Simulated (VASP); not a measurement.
Wanted: the native input for a VASP 6.6.1 run.

```
Task                   : single point
Functional             : PBEsol
Potentials or basis    : VASP PAW PBE potentials, release 64 (Hf_pv, C)
Cutoff                 : 520 eV
k mesh                 : 11 × 11 × 11
Occupations            : fermi-dirac, width 0.05 eV
Spin                   : no spin polarisation
Dipole correction      : no
Further INCAR settings : ALGO = Normal; EDIFF = 1e-07; NBANDS = 14
```

The structure of HfC lies in POSCAR:

```
HfC
1.0
    0.0000000000      2.3250000000      2.3250000000
    2.3250000000      0.0000000000      2.3250000000
    2.3250000000      2.3250000000      0.0000000000
Hf C
1 1
Direct
    0.4250000000      0.4250000000      0.5750000000
    0.0750000000      0.0750000000     -0.0750000000
```

This cell differs from its parent crystal: shortest bond scaled by 0.7.

These files were run (other wordings do the same):

INCAR

```
SYSTEM = HfC
ALGO = Normal ; EDIFF = 1E-7
ENCUT = 520 ; GGA = PS
ISIF = 2 ; ISMEAR = -1
LASPH = .TRUE. ; LCHARG = .FALSE.
LREAL = .FALSE. ; LWAVE = .FALSE.
NBANDS = 14 ; NELM = 80
PREC = Accurate ; SIGMA = 0.05
```

KPOINTS

```
k-points
0
G
  11 11 11
  0 0 0
```

Potentials or basis: VASP PAW PBE potentials, release 64 (Hf_pv, C).

Launch:

```bash
$ cat potpaw_PBE.64/Hf_pv/POTCAR potpaw_PBE.64/C/POTCAR > POTCAR
$ mpirun -np 1 vasp_std > vasp.out
```

Results of the run:

```
Pressure               : 56.1 GPa
Largest force          : 19.365 eV/Å
Band gap on the k mesh : zero (bands 7 and 8 overlap by 1.21 eV)
```

Caveat: the cell differs from its parent crystal (shortest bond scaled by 0.7); the cell stands under pressure; the PAW data sets were made with another functional, which shifts forces and pressure a little; spin-orbit coupling is left out, which moves the levels of the heavy elements.

Wall time 55 s on 1 thread of Intel Xeon 8259CL, on a shared host, peak memory 0.17 GiB.
